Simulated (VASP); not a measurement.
Crystal: TaRe.

```xyz
2
Lattice="1.5759 -2.2601 0.0000 1.5759 2.2601 0.0000 0.0000 0.0000 4.3873" Properties=species:S:1:pos:R:3 pbc="T T T"
Ta    1.5759    0.0000    2.1937
Re    0.0000    0.0000    0.0000
```

Base run:

* Program: VASP 6.6.1
* Functional: LDA
* Potentials or basis: VASP PAW LDA potentials, release 64 (Ta_pv, Re)
* Cutoff: 520 eV
* k mesh: 8 × 8 × 5
* Occupations: gaussian, width 0.05 eV
* Spin: no spin polarisation

Its results: band gap on the k mesh zero (band 9 reaches 9.84 eV, above the bottom of band 10 at 6.60 eV); pressure 1.1 GPa.

Question: The run is repeated on the same cell with these changes: potentials or basis from VASP PAW LDA potentials, release 64 (Ta_pv, Re) to VASP PAW LDA potentials, release 64 (Ta_sv_GW, Re_sv_GW); cutoff from 520 eV to 500 eV; further incar settings from ALGO = Normal; EDIFF = 1e-06; NBANDS = 16 to ALGO = Normal; EDIFF = 1e-06; NBANDS = 21; valence electrons from 18 to 28. What comes out?

Answer: Band gap on the k mesh zero (band 14 reaches 14.93 eV, above the bottom of band 15 at 11.70 eV); pressure -0.8 GPa.

Caveats: spin-orbit coupling is left out, which moves the levels of the heavy elements.
